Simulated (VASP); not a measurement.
# Fe (P6/mmm) in VASP: further runs, part 2 of 2

VASP 6.6.1.

## 3. Single point, PBE (11.26 Å³/atom)

This run uses another cell than the first one, of 11.26 Å³/atom.

The input, INCAR:

```
SYSTEM = Fe
  PREC = Accurate
  ENCUT = 520
  EDIFF = 1E-7
  ISMEAR = -1
  SIGMA = 0.1
  LREAL = .FALSE.
  LASPH = .TRUE.
  NELM = 80
  ALGO = Normal
  ISIF = 2
  LWAVE = .FALSE.
  LCHARG = .TRUE.
  GGA = PE
  LELF = .TRUE.
  LVHAR = .TRUE.
  NBANDS = 19
```

The input, KPOINTS:

```
Automatic mesh
0
G
  12 12 17
  0 0 0
```

The input, POSCAR:

```
Fe
1.0
    3.9591725773      0.0000000000      0.0000000000
   -1.9795862886      3.4287440299      0.0000000000
    0.0000000000      0.0000000000      2.4881333824
Fe
3
Direct
    1.0000000000      0.0000000000      0.0000000000
    0.3333333333      0.6666666667      0.5000000000
    0.6666666667      0.3333333333      0.5000000000
```

Potentials or basis: VASP PAW PBE potentials, release 64 (Fe).

The run is started by

```sh
> cat potpaw_PBE.64/Fe/POTCAR > POTCAR
> mpirun -np 1 vasp_std > vasp.out
```

OUTCAR:

```text
SYSTEM = Fe
   PREC = Accurate
   ENCUT = 520
   EDIFF = 1E-7
   ISMEAR = -1
   LREAL = .FALSE.
   LASPH = .TRUE.
   NELM = 80
   ISIF = 2
   GGA = PE

 ion  position               nearest neighbor table
   1  0.000  0.000  0.000-   2 2.60   3 2.60   2 2.60   3 2.60   2 2.60   2 2.60   3 2.60   3 2.60
                             3 2.60   3 2.60   2 2.60   2 2.60
   2  0.333  0.667  0.500-   3 2.29   3 2.29   3 2.29   1 2.60   1 2.60   1 2.60   1 2.60   1 2.60
                             1 2.60
   3  0.667  0.333  0.500-   2 2.29   2 2.29   2 2.29   1 2.60   1 2.60   1 2.60   1 2.60   1 2.60
                             1 2.60

  LATTYP: Found a hexagonal cell.
 ALAT       =     3.9591725773
 C/A-ratio  =     0.6284478218

  Lattice vectors:

 A1 = (   3.9591725773,   0.0000000000,   0.0000000000)
 A2 = (  -1.9795862886,   3.4287440299,   0.0000000000)
 A3 = (   0.0000000000,   0.0000000000,   2.4881333824)

Analysis of symmetry for initial positions (statically):
=====================================================================
 Subroutine PRICEL returns:
 Original cell was already a primitive cell.

 Routine SETGRP: Setting up the symmetry group for a
 hexagonal supercell.

 Subroutine GETGRP returns: Found 24 space group operations
 (whereof 24 operations were pure point group operations)
 out of a pool of 24 trial point group operations.

The static configuration has the point symmetry D_6h.

Analysis of symmetry for dynamics (positions and initial velocities):
=====================================================================
 Subroutine PRICEL returns:
 Original cell was already a primitive cell.

 Routine SETGRP: Setting up the symmetry group for a
 hexagonal supercell.

 Subroutine GETGRP returns: Found 24 space group operations
 (whereof 24 operations were pure point group operations)
 out of a pool of 24 trial point group operations.

The dynamic configuration has the point symmetry D_6h.

 Subroutine INISYM returns: Found 24 space group operations
 (whereof 24 operations are pure point group operations),
[... 117 lines left out ...]
     AMIX     =   0.40;   BMIX     =  1.00
     AMIX_MAG =   1.60;   BMIX_MAG =  1.00
  volume/ion in A,a.u.               =      11.26        75.98
  Fermi-wavevector in a.u.,A,eV,Ry     =   1.460856  2.760618 29.036212  2.134101
  Thomas-Fermi vector in A             =   2.577257
   LORBIT       =      0    0 simple, 1 ext, 2 COOP (PROOUT), +10 PAW based schemes
   GGA     = PE    functional components
   LHFCALC =     F    Hartree Fock is set to
   AEXX    =    0.0000 exact exchange contribution
   IVDW    =     0    specifies the selected vdW correction
   LEPSILON=     F    determine dielectric tensor
   LRPA    =     F    only Hartree local field effects (RPA)
 non-spin polarized calculation
  energy-cutoff  :      520.00
  volume of cell :       33.78
 maximum number of plane-waves:       933
 NGX is ok and might be reduce to    30
   NGX = 15   NGY = 15   NGZ =  9

 number of electron      23.9999992 magnetization

 Free energy of the ion-electron system (eV)
  ---------------------------------------------------
  ext. energy  EPLUGINS =         0.00000000
  ---------------------------------------------------
  free energy    TOTEN  =       -23.88569396 eV

  energy without entropy =      -23.68260051  energy(sigma->0) =      -23.78414723

 E-fermi :   5.9404     XC(G=0): -13.2047

 val. band max:        5.9356445965   @ k =   0.4167   0.0833   0.1765
 cond. band min:       5.9433690032   @ k =   0.2500  -0.0000   0.0588
 fundamental gap:      0.0077244067
 Fermi energy:         5.9403727624

 k-point     1 :       0.0000    0.0000    0.0000
  band No.  band energies     occupation
      1      -2.4925      2.00000
      2       2.0353      2.00000
      3       3.3833      2.00000
      4       3.3833      2.00000
      5       3.4257      2.00000
      6       3.4257      2.00000
[... 505 lines left out ...]
      6       3.8545      2.00000
[... 11 lines left out ...]
     18       8.8011      0.00000
     19      14.0837      0.00000

 [... further k-points ...]

------------------------ aborting loop because EDIFF is reached ----------------------------------------

  FORCE on cell =-STRESS in cart. coord.  units (eV):
  Direction    XX          YY          ZZ          XY          YZ          ZX
  --------------------------------------------------------------------------------------
  -------------------------------------------------------------------------------------
  Total       -3.9053822     -3.9053822     -3.5889027     -0.0000000      0.0000000      0.0000000
  in kB     -185.2511747   -185.2511747   -170.2390183     -0.0000000      0.0000000      0.0000000
  external PRESSURE =    -180.2471226 kB  Pullay stress =       0.0000000 kB

 VOLUME and BASIS-vectors are now :
 -----------------------------------------------------------------------------
  energy-cutoff  :      520.00
  volume of cell :       33.78
      direct lattice vectors                 reciprocal lattice vectors
     3.959172577  0.000000000  0.000000000     0.252578027  0.145825992  0.000000000
    -1.979586289  3.428744030  0.000000000     0.000000000  0.291651984  0.000000000
     0.000000000  0.000000000  2.488133382     0.000000000  0.000000000  0.401907714

 POSITION                                       TOTAL-FORCE (eV/Angst)
 -----------------------------------------------------------------------------------
      0.00000      0.00000      0.00000        -0.000000     -0.000000      0.000000
     -0.00000      2.28583      1.24407         0.000000     -0.000000      0.000000
      1.97959      1.14291      1.24407        -0.000000      0.000000     -0.000000
 -----------------------------------------------------------------------------------
    total drift:                               -0.000000      0.000000      0.000000

  FREE ENERGIE OF THE ION-ELECTRON SYSTEM (eV)
  ---------------------------------------------------
  free  energy   TOTEN  =       -23.8856939580 eV

  energy  without entropy=      -23.6826005087  energy(sigma->0) =      -23.78414723
```

OSZICAR:

```text
N       E                     dE             d eps       ncg     rms          rms(c)
DAV:   1     0.154940965549E+03    0.15494E+03   -0.10941E+04  6642   0.165E+03
DAV:   2    -0.209316637308E+02   -0.17587E+03   -0.16774E+03  6525   0.315E+02
DAV:   3    -0.284748913635E+02   -0.75432E+01   -0.68367E+01  6862   0.909E+01
DAV:   4    -0.286024840277E+02   -0.12759E+00   -0.12658E+00  7031   0.121E+01
DAV:   5    -0.286036502411E+02   -0.11662E-02   -0.11660E-02  7130   0.954E-01    0.194E+01
DAV:   6    -0.268860539826E+02    0.17176E+01   -0.49676E+01  6788   0.103E+02    0.261E+01
DAV:   7    -0.341172410203E+02   -0.72312E+01   -0.59492E+01  8086   0.154E+02    0.460E+01
DAV:   8    -0.239358572397E+02    0.10181E+02   -0.51350E+01  8268   0.631E+01    0.374E+00
DAV:   9    -0.239209783297E+02    0.14879E-01   -0.66539E-01  6669   0.106E+01    0.225E+00
DAV:  10    -0.238898257048E+02    0.31153E-01   -0.78837E-02  7387   0.394E+00    0.125E+00
DAV:  11    -0.238857789177E+02    0.40468E-02   -0.99561E-03  8663   0.114E+00    0.470E-01
DAV:  12    -0.238857225861E+02    0.56332E-04   -0.83740E-04  6777   0.445E-01    0.267E-01
DAV:  13    -0.238856950839E+02    0.27502E-04   -0.19239E-04  6978   0.202E-01    0.111E-01
DAV:  14    -0.238856956806E+02   -0.59664E-06   -0.30048E-05  7001   0.769E-02    0.195E-02
DAV:  15    -0.238856949151E+02    0.76548E-06   -0.32451E-06  6819   0.274E-02    0.108E-02
DAV:  16    -0.238856941737E+02    0.74143E-06   -0.93811E-07  6398   0.138E-02    0.403E-03
DAV:  17    -0.238856940261E+02    0.14760E-06   -0.12265E-07  3498   0.472E-03    0.160E-03
DAV:  18    -0.238856939580E+02    0.68055E-07   -0.70895E-08  3480   0.336E-03
   1 F= -.23885694E+02 E0= -.23784147E+02  d E =-.203093E+00
```

stdout:

```text
POSCAR found type information on POSCAR Fe
 POSCAR found :  1 types and       3 ions
 scaLAPACK will be used
 LDA part: xc-table for (Slater+PW92), standard interpolation
 POSCAR, INCAR and KPOINTS ok, starting setup
 FFT: planning ... GRIDC
 FFT: planning ... GRID_SOFT
 FFT: planning ... GRID
 WAVECAR not read
 entering main loop
```

Wall time 60 s (1 thread of Intel Xeon 6975P-C (Granite Rapids), shared host); peak memory 0.21 GiB.

Results:

- Free energy: -23.8857 eV
- Pressure: -18.0 GPa
- Band gap on the k mesh: zero (bands 12 and 13 overlap by 1.27 eV)

Caveat: the cell stands under tension; the run has no spin polarisation, though such a crystal can be magnetic. Spin polarisation is off, so any magnetic state and its effect on volume and gap are missing.

## 4. Single point, PBE (11.68 Å³/atom)

This run uses another cell than the first one, of 11.68 Å³/atom.

The input, INCAR:

```
SYSTEM = Fe
  ALGO = Normal
  EDIFF = 1E-6
  ENCUT = 520
  GGA = PE
  ISIF = 2
  ISMEAR = -1
  LASPH = .TRUE.
  LCHARG = .FALSE.
  LREAL = .FALSE.
  LWAVE = .FALSE.
  NBANDS = 19
  NELM = 100
  PREC = Accurate
  SIGMA = 0.1
```

The input, KPOINTS:

```
k-points
0
G
  12 12 17
  0 0 0
```

The input, POSCAR:

```
Fe
1.0
    4.0074599286      0.0000000000      0.0000000000
   -2.0037299643      3.4705621028      0.0000000000
    0.0000000000      0.0000000000      2.5184794632
Fe
3
Direct
    1.0000000000      0.0000000000      0.0000000000
    0.3333333333      0.6666666667      0.5000000000
    0.6666666667      0.3333333333      0.5000000000
```

The run is started by

```sh
> cat potpaw_PBE.64/Fe/POTCAR > POTCAR
> mpirun -np 1 vasp_std > vasp.out
```

Run time: 51 s. Hardware: 1 thread of Intel Xeon 6975P-C (Granite Rapids), shared host; peak memory 0.21 GiB.

It converged, with:

* Free energy: -23.7203 eV
* Pressure: -23.9 GPa
* Band gap on the k mesh: zero (bands 12 and 13 overlap by 1.20 eV)

Stress tensor (GPa, compression positive):
```
-24.60   0.00   0.00
  0.00 -24.60   0.00
  0.00   0.00 -22.48
```

Levels at points of the mesh, in eV from the Fermi level:
| k point | band 10 | band 11 | band 12 | band 13 | band 14 | band 15 |
| --- | --- | --- | --- | --- | --- | --- |
| (0.00, 0.00, 0.00) | -1.11 | -0.71 | -0.71 | -0.64 | -0.64 | 0.80 |
| (0.50, 0.00, 0.00) | -0.59 | -0.54 | 0.21 | 0.39 | 0.42 | 0.43 |

Caveat: the cell stands under tension; the run has no spin polarisation, though such a crystal can be magnetic.

## 5. Relaxation of cell and atoms, PBE

This run uses another cell than the first one, of 11.78 Å³/atom.

The input, INCAR:

```
SYSTEM = Fe
ALGO = Normal
EDIFF = 1E-6
EDIFFG = -0.01
ENCUT = 600
GGA = PE
IBRION = 2
ISIF = 3
ISMEAR = -1
LASPH = .TRUE.
LCHARG = .FALSE.
LREAL = .FALSE.
LWAVE = .FALSE.
NELM = 80
NSW = 80
PREC = Accurate
SIGMA = 0.1
```

The input, KPOINTS:

```
k-points
0
G
  9 9 13
  0 0 0
```

The input, POSCAR:

```
Fe
1.0
    4.0524593180      0.0000000000      0.0000000000
   -2.0262296590      3.5095327172      0.0000000000
    0.0000000000      0.0000000000      2.4841575619
Fe
3
Direct
    0.0000000000      0.0000000000      0.0000000000
    0.3333333333      0.6666666667      0.5000000000
    0.6666666667      0.3333333333      0.5000000000
```

The run is started by

```sh
> cat potpaw_PBE.64/Fe/POTCAR > POTCAR
> mpirun -np 1 vasp_std > vasp.out
```

Wall time 2 min (1 thread of Intel Xeon 6975P-C (Granite Rapids), shared host); peak memory 0.19 GiB.

The run converged. Its results:

| Quantity | Value |
| --- | --- |
| Free energy | -24.0429 eV |
| Relaxed volume | 10.39 Å³/atom |
| Relaxed cell | a = 3.855 Å, b = 3.855 Å, c = 2.423 Å, α = 90.00°, β = 90.00°, γ = 120.00° |
| Space group after relaxing (to 0.1 Å) | P6/mmm (No. 191) |
| Energy gained by relaxing | 130.3 meV/atom |
| Ionic steps | 9 |
| Pressure after relaxing | 0.0 GPa |
| Band gap on the k mesh | zero (bands 12 and 13 overlap by 1.41 eV) |

Step by step:
```csv
step,energy change (eV),largest force (eV/Å),pressure (GPa),volume (Å³)
1,0.0000,0.0000,-25.39,35.33
2,0.3865,0.0000,62.78,26.61
3,-0.3876,0.0000,-0.82,31.28
4,-0.3882,0.0000,-0.15,31.18
5,-0.3883,0.0000,0.59,31.10
6,-0.3909,0.0000,0.35,31.15
7,-0.3910,0.0000,0.38,31.14
8,-0.3909,0.0000,-0.43,31.24
9,-0.3910,0.0000,0.02,31.18
```

Final structure:
```
Fe
1.0
     3.85483    0.00000    0.00000
    -1.92742    3.33838    0.00000
     0.00000    0.00000    2.42304
Fe
3
Cartesian
  0.0000 0.0000 0.0000
  0.0000 2.2256 1.2115
  1.9274 1.1128 1.2115
```

Levels at points of the mesh, in eV from the Fermi level:
| k point | band 9 | band 10 | band 11 | band 12 | band 13 | band 14 | band 15 | band 16 |
| --- | --- | --- | --- | --- | --- | --- | --- | --- |
| (0.00, 0.00, 0.00) | -1.32 | -1.32 | -0.86 | -0.86 | -0.77 | -0.77 | 0.95 | 0.95 |

Caveat: the run has no spin polarisation, though such a crystal can be magnetic. Spin polarisation is off, so any magnetic state and its effect on volume and gap are missing.

## 6. Single point, PBE, collinear spin, ferromagnetic start

This run uses another cell than the first one, of 12.00 Å³/atom.

The input, INCAR:

```
PREC = Accurate ; ENCUT = 520
EDIFF = 1E-7 ; ISMEAR = -1
SIGMA = 0.05 ; LREAL = F
LASPH = T ; NELM = 150
ALGO = Normal ; ISIF = 2
LWAVE = F ; LCHARG = F
ISPIN = 2 ; MAGMOM = 2.596 2.438 2.438
LORBIT = 11 ; LMAXMIX = 4
GGA = PE ; NBANDS = 23
```

The input, KPOINTS:

```
regular mesh
0
Gamma
  12 12 17
```

The input, POSCAR:

```
Fe
1.0
    4.1801899539      0.0000000000      0.0000000000
   -2.0900949770      3.6201506927      0.0000000000
    0.0000000000      0.0000000000      2.3786398160
Fe
3
Direct
    0.0000000000      0.0000000000      0.0000000000
    0.3333333333      0.6666666667      0.5000000000
    0.6666666667      0.3333333333      0.5000000000
```

Potentials or basis: VASP PAW PBE potentials, release 64 (Fe).

The run is started by

```sh
> cat potpaw_PBE.64/Fe/POTCAR > POTCAR
> mpirun -np 1 vasp_std > vasp.out
```

OUTCAR:

```text
PREC = Accurate
   ENCUT = 520
   EDIFF = 1E-7
   ISMEAR = -1
   LREAL = F
   LASPH = T
   NELM = 150
   ISIF = 2
   ISPIN = 2
   LORBIT = 11
   GGA = PE

 ion  position               nearest neighbor table
   1  0.000  0.000  0.000-   2 2.69   3 2.69   2 2.69   3 2.69   3 2.69   3 2.69   2 2.69   2 2.69
                             3 2.69   3 2.69   2 2.69   2 2.69
   2  0.333  0.667  0.500-   3 2.41   3 2.41   3 2.41   1 2.69   1 2.69   1 2.69   1 2.69   1 2.69
                             1 2.69
   3  0.667  0.333  0.500-   2 2.41   2 2.41   2 2.41   1 2.69   1 2.69   1 2.69   1 2.69   1 2.69
                             1 2.69

  LATTYP: Found a hexagonal cell.
 ALAT       =     4.1801899539
 C/A-ratio  =     0.5690267290

  Lattice vectors:

 A1 = (   4.1801899539,   0.0000000000,   0.0000000000)
 A2 = (  -2.0900949770,   3.6201506927,   0.0000000000)
 A3 = (   0.0000000000,   0.0000000000,   2.3786398160)

Analysis of symmetry for initial positions (statically):
=====================================================================
 Subroutine PRICEL returns:
 Original cell was already a primitive cell.
[... 1450 lines left out ...]

  FORCE on cell =-STRESS in cart. coord.  units (eV):
  Direction    XX          YY          ZZ          XY          YZ          ZX
  --------------------------------------------------------------------------------------
  -------------------------------------------------------------------------------------
  Total       -0.0144940     -0.0144940     -0.1942001      0.0000000      0.0000000     -0.0000000
  in kB       -0.6451320     -0.6451320     -8.6438806      0.0000000      0.0000000     -0.0000000
  external PRESSURE =      -3.3113815 kB  Pullay stress =       0.0000000 kB

 VOLUME and BASIS-vectors are now :
 -----------------------------------------------------------------------------
  energy-cutoff  :      520.00
  volume of cell :       36.00
      direct lattice vectors                 reciprocal lattice vectors
     4.180189954  0.000000000  0.000000000     0.239223579  0.138115798  0.000000000
    -2.090094977  3.620150693  0.000000000     0.000000000  0.276231595  0.000000000
     0.000000000  0.000000000  2.378639816     0.000000000  0.000000000  0.420408333

 POSITION                                       TOTAL-FORCE (eV/Angst)
 -----------------------------------------------------------------------------------
      0.00000      0.00000      0.00000        -0.000000      0.000000      0.000000
     -0.00000      2.41343      1.18932         0.000000      0.000000      0.000000
      2.09009      1.20672      1.18932         0.000000     -0.000000      0.000000
 -----------------------------------------------------------------------------------
    total drift:                               -0.000000      0.000000      0.000000

  FREE ENERGIE OF THE ION-ELECTRON SYSTEM (eV)
  ---------------------------------------------------
  free  energy   TOTEN  =       -24.1389132551 eV

  energy  without entropy=      -24.1126310146  energy(sigma->0) =      -24.12577213

 total charge

# of ion       s       p       d       tot
------------------------------------------
    1        0.461   0.492   6.179   7.132
    2        0.483   0.490   6.237   7.210
    3        0.483   0.490   6.237   7.210
--------------------------------------------------
tot          1.427   1.472  18.654  21.553

 magnetization (x)

# of ion       s       p       d       tot
------------------------------------------
    1       -0.010  -0.048   2.629   2.571
    2       -0.011  -0.030   2.474   2.433
    3       -0.011  -0.030   2.474   2.433
--------------------------------------------------
tot         -0.032  -0.108   7.577   7.438
```

stdout:

```text
POSCAR found type information on POSCAR Fe
 POSCAR found :  1 types and       3 ions
 scaLAPACK will be used
 LDA part: xc-table for (Slater+PW92), standard interpolation
 POSCAR, INCAR and KPOINTS ok, starting setup
 FFT: planning ... GRIDC
 FFT: planning ... GRID_SOFT
 FFT: planning ... GRID
 WAVECAR not read
 entering main loop
```

Run time: 11 min. Hardware: 1 thread of AMD EPYC 7R43 (Zen 3), shared host; peak memory 0.26 GiB.

What came out:

```yaml
Free_energy: -24.1389 eV
Pressure: -0.3 GPa
Net_moment: 7.45 μB per cell
Site_moments: Fe +2.57, +2.43 (each value once) μB
Valence_electrons_inside_the_program's_atomic_spheres: Fe 7.13, 7.21 (each value once)
```

Stress tensor (GPa, compression positive):
```
-0.06  0.00  0.00
 0.00 -0.06  0.00
 0.00  0.00 -0.86
```

## 7. Overview

```tsv
task	spin	cell	k mesh	cutoff (eV)	smearing	gap on the mesh (eV)	pressure (GPa)
single point	off	a = 3.910, b = 3.910, c = 2.457 Å, angles 90.0, 90.0, 120.0°, 3 atoms	12 × 12 × 17	520	fermi-dirac 0.1 eV	none	-10.2
single point	off	a = 3.959, b = 3.959, c = 2.488 Å, angles 90.0, 90.0, 120.0°, 3 atoms	12 × 12 × 17	520	fermi-dirac 0.1 eV	none	-18.0
single point	off	a = 4.007, b = 4.007, c = 2.518 Å, angles 90.0, 90.0, 120.0°, 3 atoms	12 × 12 × 17	520	fermi-dirac 0.1 eV	none	-23.9
relaxation of cell and atoms	off	relaxed from a = 4.052, b = 4.052, c = 2.484 Å, angles 90.0, 90.0, 120.0°, 3 atoms	9 × 9 × 13	600	fermi-dirac 0.1 eV	none	0.0
single point	collinear, ferromagnetic start	a = 4.180, b = 4.180, c = 2.379 Å, angles 90.0, 90.0, 120.0°, 3 atoms	12 × 12 × 17	520	fermi-dirac 0.05 eV	none	-0.3
```

Alike in all rows: level PBE; potentials or basis VASP PAW PBE potentials, release 64 (Fe).

Caveats: the cell stands under tension (at least some runs).

Absolute energies hang on the potentials; compare differences alone.
